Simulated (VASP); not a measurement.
# MgO (P2_1) in VASP: notebook

The runs below take MgO through single point, with PBEsol.

All numbers are computed with VASP 6.6.1; they aren't measurements. Logs are shortened: lines on timing, memory, paths and dates and some standing lists are left out, and cuts for length are marked.

### 1 The cell of the first run

The structure is monoclinic, space group P2_1 (No. 4). Conventional cell: a = 3.303 Å, b = 5.019 Å, c = 3.303 Å, α = 90.00°, β = 120.00°, γ = 90.00°. Within 2.6 Å of Mg (site symmetry 1) lie 4 O at 1.97 to 2.02 Å. O (site symmetry 1) has 4 Mg at 1.97 to 2.02 Å within 2.6 Å.

### 2 Single point, PBEsol (mode 4 frozen in at -0.108 Å and mode 5 at +0.108 Å (largest displacements))

File INCAR:

```
SYSTEM = MgO
PREC = Accurate ; ENCUT = 520
EDIFF = 1E-7 ; ISMEAR = 0
SIGMA = 0.05 ; LREAL = .False.
LASPH = .True. ; NELM = 100
ALGO = Normal ; ISIF = 2
LWAVE = .False. ; LCHARG = .True.
GGA = PS ; LELF = .True.
LVHAR = .True. ; NBANDS = 16
```

File KPOINTS:

```
Automatic mesh
0
Gamma
  9 9 6
  0 0 0
```

File POSCAR:

```
MgO
1.0
    3.3034677759      0.0000000000      0.0000000000
   -1.6517338880      2.8608870145      0.0000000000
    0.0000000000      0.0000000000      5.0193881071
Mg O
2 2
Direct
    0.3195156805      0.7044171963      0.0036583441
    0.6804843195      0.2955828037      0.5036583441
    0.3461519945      0.6316454330      0.4009416559
    0.6538480055      0.3683545670      0.9009416559
```

Potentials or basis: VASP PAW PBE potentials, release 64 (Mg, O).

Command:

```console
cat potpaw_PBE.64/Mg/POTCAR potpaw_PBE.64/O/POTCAR > POTCAR
mpirun -np 1 vasp_std > vasp.out
```

OUTCAR:

```text
SYSTEM = MgO
   PREC = Accurate
   ENCUT = 520
   EDIFF = 1E-7
   ISMEAR = 0
   LREAL = .False.
   LASPH = .True.
   NELM = 100
   ISIF = 2
   GGA = PS

 ion  position               nearest neighbor table
   1  0.320  0.704  0.004-   4 1.97   4 1.97   4 1.99   3 2.02   2 3.03   2 3.03   2 3.12   2 3.12
                             2 3.34   2 3.34
   2  0.680  0.296  0.504-   3 1.97   3 1.97   3 1.99   4 2.02   1 3.03   1 3.03   1 3.12   1 3.12
                             1 3.34   1 3.34
   3  0.346  0.632  0.401-   2 1.97   2 1.97   2 1.99   1 2.02
   4  0.654  0.368  0.901-   1 1.97   1 1.97   1 1.99   2 2.02

  LATTYP: Found a hexagonal cell.
 ALAT       =     3.3034677759
 C/A-ratio  =     1.5194300195

  Lattice vectors:

 A1 = (   3.3034677759,   0.0000000000,   0.0000000000)
 A2 = (  -1.6517338880,   2.8608870145,   0.0000000000)
 A3 = (   0.0000000000,   0.0000000000,   5.0193881071)

Analysis of symmetry for initial positions (statically):
=====================================================================
 Subroutine PRICEL returns:
 Original cell was already a primitive cell.

 Routine SETGRP: Setting up the symmetry group for a
 hexagonal supercell.

 Subroutine GETGRP returns: Found  2 space group operations
 (whereof  1 operations were pure point group operations)
 out of a pool of 24 trial point group operations.

The static configuration has the point symmetry C_1 .
 The point group associated with its full space group is C_2 .

Analysis of symmetry for dynamics (positions and initial velocities):
=====================================================================
 Subroutine PRICEL returns:
 Original cell was already a primitive cell.

 Routine SETGRP: Setting up the symmetry group for a
 hexagonal supercell.

 Subroutine GETGRP returns: Found  2 space group operations
 (whereof  1 operations were pure point group operations)
 out of a pool of 24 trial point group operations.

The dynamic configuration has the point symmetry C_1 .
 The point group associated with its full space group is C_2 .

 Subroutine INISYM returns: Found  2 space group operations
 (whereof  1 operations are pure point group operations),
 and found     1 'primitive' translations

----------------------------------------------------------------------------------------

                                     Primitive cell

  volume of cell :      47.4375

  direct lattice vectors                    reciprocal lattice vectors
     3.303467776  0.000000000  0.000000000     0.302712201  0.174770971  0.000000000
    -1.651733888  2.860887014  0.000000000     0.000000000  0.349541941  0.000000000
     0.000000000  0.000000000  5.019388107     0.000000000  0.000000000  0.199227471

  length of vectors
     3.303467776  3.303467776  5.019388107     0.349541941  0.349541941  0.199227471

  position of ions in fractional coordinates (direct lattice)
     0.319515680  0.704417196  0.003658344
     0.680484320  0.295582804  0.503658344
     0.346151994  0.631645433  0.400941656
     0.653848006  0.368354567  0.900941656

  ion indices of the primitive-cell ions
   primitive index   ion index
                 1           1
                 2           2
                 3           3
                 4           4

----------------------------------------------------------------------------------------

 KPOINTS: Automatic mesh

Automatic generation of k-mesh.
 Grid dimensions read from file:
 generate k-points for:    9    9    6

 Generating k-lattice:

  Cartesian coordinates                     Fractional coordinates (reciprocal lattice)
     0.033634689  0.019418997  0.000000000     0.111111111  0.000000000  0.000000000
     0.000000000  0.038837993  0.000000000     0.000000000  0.111111111  0.000000000
     0.000000000  0.000000000  0.033204579     0.000000000  0.000000000  0.166666667

  Length of vectors
     0.038837993  0.038837993  0.033204579

  Shift w.r.t. Gamma in fractional coordinates (k-lattice)
     0.000000000  0.000000000  0.000000000

 Subroutine IBZKPT returns following result:
 ===========================================

 Found    164 irreducible k-points:

 Following reciprocal coordinates:
            Coordinates               Weight
  0.000000  0.000000  0.000000      1.000000
  0.111111  0.000000  0.000000      2.000000
  0.000000  0.111111  0.000000      2.000000
 -0.111111  0.111111  0.000000      2.000000
  0.222222  0.000000  0.000000      2.000000
  0.000000  0.222222  0.000000      2.000000
[... 16 lines left out ...]
  0.333333  0.111111  0.000000      2.000000
 -0.111111  0.444444  0.000000      2.000000
 [... further k-points ...]
   k-points           NKPTS =    164   k-points in BZ     NKDIM =    164   number of bands    NBANDS=     16
   number of dos      NEDOS =    301   number of ions     NIONS =      4
   total plane-waves  NPLWV =  31360
   dimension x,y,z NGX =    28 NGY =   28 NGZ =   40
   dimension x,y,z NGXF=    56 NGYF=   56 NGZF=   80
   ions per type =               2   2
   NGX,Y,Z   is equivalent  to a cutoff of  14.09, 14.09, 13.25 a.u.
   NGXF,Y,Z  is equivalent  to a cutoff of  28.18, 28.18, 26.50 a.u.
 SYSTEM =  MgO
   PREC   = accura    normal or accurate (medium, high low for compatibility)
   ISTART =      0    job   : 0-new  1-cont  2-samecut
   ICHARG =      2    charge: 1-file 2-atom 10-const
   ISPIN  =      1    spin polarized calculation?
   LNONCOLLINEAR =      F non collinear calculations
   LSORBIT =      F    spin-orbit coupling
   LASPH  =      T    aspherical Exc in radial PAW
   ENCUT  =  520.0 eV  38.22 Ry    6.18 a.u.   6.14  6.14  9.33*2*pi/ulx,y,z
   NELM   =    100;   NELMIN=  2; NELMDL= -5     # of ELM steps
   EDIFF  = 0.1E-06   stopping-criterion for ELM
   LREAL  =      F    real-space projection
   EDIFFG = 0.1E-05   stopping-criterion for IOM
   NSW    =      0    number of steps for IOM
   IBRION =     -1    ionic relax: 0-MD 1-quasi-New 2-CG
   NFREE  =      0    steps in history (QN), initial steepest desc. (CG)
   ISIF   =      2    stress and relaxation
   ISYM   =      2    0-nonsym 1-usesym 2-fastsym
   POTIM  = 0.5000    time-step for ionic-motion
   TEBEG  =    0.0;   TEEND  =   0.0 temperature during run
   PSTRESS=    0.0 pullay stress
   NELECT =      16.0000    total number of electrons
   NUPDOWN=      -1.0000    fix difference up-down
   EMIN   =  10.00;   EMAX   =-10.00  energy-range for DOS
   EFERMI =   0.00;   METHOD = LEGACY
   ISMEAR =     0;   SIGMA  =   0.05  broadening in eV -4-tet -1-fermi 0-gaus
   EFERMI_NEDOS =   21; number of points for ismear=-14 and -15
   IALGO  =     38    algorithm
   IMIX   =      4    mixing-type and parameters
     AMIX     =   0.40;   BMIX     =  1.00
     AMIX_MAG =   1.60;   BMIX_MAG =  1.00
  volume/ion in A,a.u.               =      11.86        80.03
  Fermi-wavevector in a.u.,A,eV,Ry     =   1.139570  2.153475 17.668792  1.298620
  Thomas-Fermi vector in A             =   2.276273
   LORBIT       =      0    0 simple, 1 ext, 2 COOP (PROOUT), +10 PAW based schemes
   GGA     = PS    functional components
   LHFCALC =     F    Hartree Fock is set to
   AEXX    =    0.0000 exact exchange contribution
   IVDW    =     0    specifies the selected vdW correction
   LEPSILON=     F    determine dielectric tensor
   LRPA    =     F    only Hartree local field effects (RPA)
 non-spin polarized calculation
 Gauss-broadening in eV      SIGMA  =   0.05
  energy-cutoff  :      520.00
  volume of cell :       47.44
 maximum number of plane-waves:      1296
 NGX is ok and might be reduce to    28
   NGX = 13   NGY = 13   NGZ = 19

 number of electron      15.9999999 magnetization

 Free energy of the ion-electron system (eV)
  ---------------------------------------------------
  ext. energy  EPLUGINS =         0.00000000
  ---------------------------------------------------
  free energy    TOTEN  =       -24.43324991 eV

  energy without entropy =      -24.43324991  energy(sigma->0) =      -24.43324991

 E-fermi :   1.2737     XC(G=0):  -9.9667

 val. band max:        1.0804869580   @ k =   0.0000   0.0000   0.0000
 cond. band min:       4.2777579717   @ k =   0.0000   0.0000   0.0000
 fundamental gap:      3.1972710138
 Fermi energy:         1.2736518724

 k-point     1 :       0.0000    0.0000    0.0000
  band No.  band energies     occupation
      1     -15.1508      2.00000
      2     -14.3270      2.00000
      3      -2.3068      2.00000
      4       0.1912      2.00000
      5       0.3450      2.00000
      6       0.4497      2.00000
[... 8 lines left out ...]
     15      16.7407      0.00000
     16      18.2265      0.00000

 k-point     2 :       0.1111    0.0000    0.0000
  band No.  band energies     occupation
      1     -15.0888      2.00000
      2     -14.3046      2.00000
      3      -2.1867      2.00000
      4      -0.0846      2.00000
      5       0.1785      2.00000
      6       0.2019      2.00000
[... 8 lines left out ...]
     15      16.9508      0.00000
     16      17.6631      0.00000

 k-point     3 :       0.0000    0.1111    0.0000
  band No.  band energies     occupation
      1     -15.0897      2.00000
      2     -14.3031      2.00000
      3      -2.1894      2.00000
      4      -0.1122      2.00000
      5       0.1507      2.00000
      6       0.2072      2.00000
[... 8 lines left out ...]
     15      17.0932      0.00000
     16      17.6477      0.00000

 k-point     4 :      -0.1111    0.1111    0.0000
  band No.  band energies     occupation
      1     -15.0864      2.00000
      2     -14.3078      2.00000
      3      -2.1813      2.00000
      4      -0.0659      2.00000
      5       0.2071      2.00000
      6       0.2591      2.00000
[... 8 lines left out ...]
     15      16.8235      0.00000
     16      17.2648      0.00000
[... 324 lines left out ...]
 k-point    22 :       0.3333   -0.1111    0.0000
  band No.  band energies     occupation
      1     -14.7749      2.00000
      2     -14.2314      2.00000
      3      -1.5274      2.00000
      4      -1.2987      2.00000
      5      -0.7147      2.00000
      6      -0.0839      2.00000
[... 8 lines left out ...]
     15      15.6655      0.00000
     16      16.5501      0.00000

 k-point    23 :       0.3333    0.1111    0.0000
  band No.  band energies     occupation
      1     -14.5950      2.00000
      2     -14.1917      2.00000
      3      -1.9239      2.00000
      4      -1.1197      2.00000
      5      -0.9717      2.00000
      6      -0.3090      2.00000
[... 8 lines left out ...]
     15      15.7941      0.00000
     16      17.1005      0.00000

 k-point    24 :      -0.1111    0.4444    0.0000
  band No.  band energies     occupation
      1     -14.5981      2.00000
      2     -14.1867      2.00000
      3      -1.9921      2.00000
      4      -1.1241      2.00000
      5      -0.9220      2.00000
      6      -0.3306      2.00000
[... 8 lines left out ...]
     15      15.5100      0.00000
     16      16.5134      0.00000

 [... further k-points ...]
[... 5 lines left out ...]
  --------------------------------------------------------------------------------------
  -------------------------------------------------------------------------------------
  Total       -0.3192641     -0.2917159     -0.0061349      0.2179199      0.0000000      0.0000000
  in kB      -10.7829861     -9.8525618     -0.2072041      7.3601373      0.0000000      0.0000000
  external PRESSURE =      -6.9475840 kB  Pullay stress =       0.0000000 kB

 VOLUME and BASIS-vectors are now :
 -----------------------------------------------------------------------------
  energy-cutoff  :      520.00
  volume of cell :       47.44
      direct lattice vectors                 reciprocal lattice vectors
     3.303467776  0.000000000  0.000000000     0.302712201  0.174770971  0.000000000
    -1.651733888  2.860887014  0.000000000     0.000000000  0.349541941  0.000000000
     0.000000000  0.000000000  5.019388107     0.000000000  0.000000000  0.199227471

 POSITION                                       TOTAL-FORCE (eV/Angst)
 -----------------------------------------------------------------------------------
     -0.10800      2.01526      0.01836         0.275331     -0.353873      0.123894
      1.75973      0.84563      2.52806        -0.275331      0.353873      0.123894
      0.10019      1.80707      2.01248        -0.259088      0.216116     -0.123894
      1.55154      1.05382      4.52218         0.259088     -0.216116     -0.123894
 -----------------------------------------------------------------------------------
    total drift:                               -0.000000     -0.000000      0.000721

  FREE ENERGIE OF THE ION-ELECTRON SYSTEM (eV)
  ---------------------------------------------------
  free  energy   TOTEN  =       -24.4332499139 eV

  energy  without entropy=      -24.4332499139  energy(sigma->0) =      -24.43324991
```

Run time: 45 s. Hardware: 1 thread of Intel Xeon 6975P-C (Granite Rapids), shared host; peak memory 0.26 GiB.

Results:

- Free energy: -24.4332 eV
- Pressure: -0.7 GPa
- Largest force: 0.465 eV/Å
- Band gap on the k mesh: 3.20 eV, direct

Forces on the atoms (eV/Å):
```
Mg   0.275 -0.354  0.124
Mg  -0.275  0.354  0.124
O   -0.259  0.216 -0.124
O    0.259 -0.216 -0.124
```

Stress tensor (GPa, compression positive):
```
-1.08  0.74  0.00
 0.74 -0.99  0.00
 0.00  0.00 -0.02
```

Caveat: the cell differs from its parent crystal (mode 4 frozen in at -0.108 Å and mode 5 at +0.108 Å (largest displacements)); the PAW data sets were made with another functional, which shifts forces and pressure a little. A k mesh can miss the band edges.

### 3 Single point, PBEsol (mode 4 frozen in at -0.036 Å and mode 5 at +0.108 Å (largest displacements))

File INCAR:

```
PREC = Accurate
ENCUT = 520
EDIFF = 1E-6
ISMEAR = 0
SIGMA = 0.05
LREAL = F
LASPH = T
NELM = 100
ALGO = Normal
ISIF = 2
LWAVE = F
LCHARG = F
GGA = PS
NBANDS = 16
```

File KPOINTS:

```
Automatic mesh
0
Gamma
  9 9 6
```

File POSCAR:

```
MgO
1.0
    3.3034677759      0.0000000000      0.0000000000
   -1.6517338880      2.8608870145      0.0000000000
    0.0000000000      0.0000000000      5.0193881071
Mg O
2 2
Direct
    0.3413109589      0.7044171963      0.0036583441
    0.6586890411      0.2955828037      0.5036583441
    0.3259324758      0.6316454330      0.4009416559
    0.6740675242      0.3683545670      0.9009416559
```

Potentials or basis: VASP PAW PBE potentials, release 64 (Mg, O).

Command:

```console
cat potpaw_PBE.64/Mg/POTCAR potpaw_PBE.64/O/POTCAR > POTCAR
mpirun -np 1 vasp_std > vasp.out
```

Run time: 40 s. Hardware: 1 thread of Intel Xeon 6975P-C (Granite Rapids), shared host; peak memory 0.25 GiB.

Results (log left out):

| Property | Result |
| --- | --- |
| Free energy | -24.4827 eV |
| Pressure | -0.5 GPa |
| Largest force | 0.407 eV/Å |
| Band gap on the k mesh | 3.27 eV, direct |

Forces in eV/Å, atoms in the order of the input:
```
Mg   0.092 -0.390  0.073
Mg  -0.092  0.390  0.073
O   -0.086  0.198 -0.073
O    0.086 -0.198 -0.073
```

Stress tensor (GPa, compression positive):
```
-0.51  0.25  0.00
 0.25 -0.98  0.00
 0.00  0.00 -0.11
```

Levels at points of the mesh, in eV from the valence-band top:
| k point | band 5 | band 6 | band 7 | band 8 | band 9 | band 10 | band 11 | band 12 |
| --- | --- | --- | --- | --- | --- | --- | --- | --- |
| (0.00, 0.00, 0.00) | -0.73 | -0.57 | -0.35 | 0.00 | 3.27 | 8.28 | 10.06 | 13.65 |
| (0.00, 0.00, 0.50) | -0.64 | -0.64 | -0.59 | -0.59 | 5.78 | 5.78 | 12.91 | 12.91 |

Caveat: the cell differs from its parent crystal (mode 4 frozen in at -0.036 Å and mode 5 at +0.108 Å (largest displacements)); the PAW data sets were made with another functional, which shifts forces and pressure a little. A k mesh can miss the band edges.

### 4 Single point, PBEsol (mode 4 frozen in at -0.108 Å and mode 5 at +0.036 Å (largest displacements))

File INCAR:

```
PREC = Accurate ; ENCUT = 520
EDIFF = 1E-6 ; ISMEAR = 0
SIGMA = 0.05 ; LREAL = F
LASPH = T ; NELM = 60
ALGO = Normal ; ISIF = 2
LWAVE = F ; LCHARG = F
GGA = PS ; NBANDS = 16
```

KPOINTS is that of step 3.

File POSCAR:

```
MgO
1.0
    3.3034677759      0.0000000000      0.0000000000
   -1.6517338880      2.8608870145      0.0000000000
    0.0000000000      0.0000000000      5.0193881071
Mg O
2 2
Direct
    0.3069321706      0.6792501765      0.0036583441
    0.6930678294      0.3207498235      0.5036583441
    0.3578257391      0.6549929221      0.4009416559
    0.6421742609      0.3450070779      0.9009416559
```

Command:

```console
cat potpaw_PBE.64/Mg/POTCAR potpaw_PBE.64/O/POTCAR > POTCAR
mpirun -np 1 vasp_std > vasp.out
```

Run time: 3.6 min. Hardware: 1 thread of Intel Xeon 8259CL, shared host; peak memory 0.26 GiB.

It converged, with:

| Quantity | Value |
| --- | --- |
| Free energy | -24.4851 eV |
| Pressure | -0.5 GPa |
| Largest force | 0.346 eV/Å |
| Band gap on the k mesh | 3.27 eV, direct |

Forces in eV/Å, atoms in the order of the input:
```
Mg   0.328 -0.083  0.072
Mg  -0.328  0.083  0.072
O   -0.231  0.091 -0.072
O    0.231 -0.091 -0.072
```

Stress tensor (GPa, compression positive):
```
-1.04  0.29  0.00
 0.29 -0.39  0.00
 0.00  0.00 -0.16
```

Levels at points of the mesh, in eV from the valence-band top:
```csv
k point,band 4,band 5,band 6,band 7,band 8,band 9,band 10,band 11,band 12,band 13
"(0.00, 0.00, 0.00)",-0.84,-0.72,-0.56,-0.36,0.00,3.27,8.29,10.06,13.71,14.28
"(0.00, 0.00, 0.50)",-2.07,-0.64,-0.64,-0.60,-0.60,5.77,5.77,12.92,12.92,14.36
```

Caveat: the cell differs from its parent crystal (mode 4 frozen in at -0.108 Å and mode 5 at +0.036 Å (largest displacements)); the PAW data sets were made with another functional, which shifts forces and pressure a little.

(Part 1 of 2 ends here.)
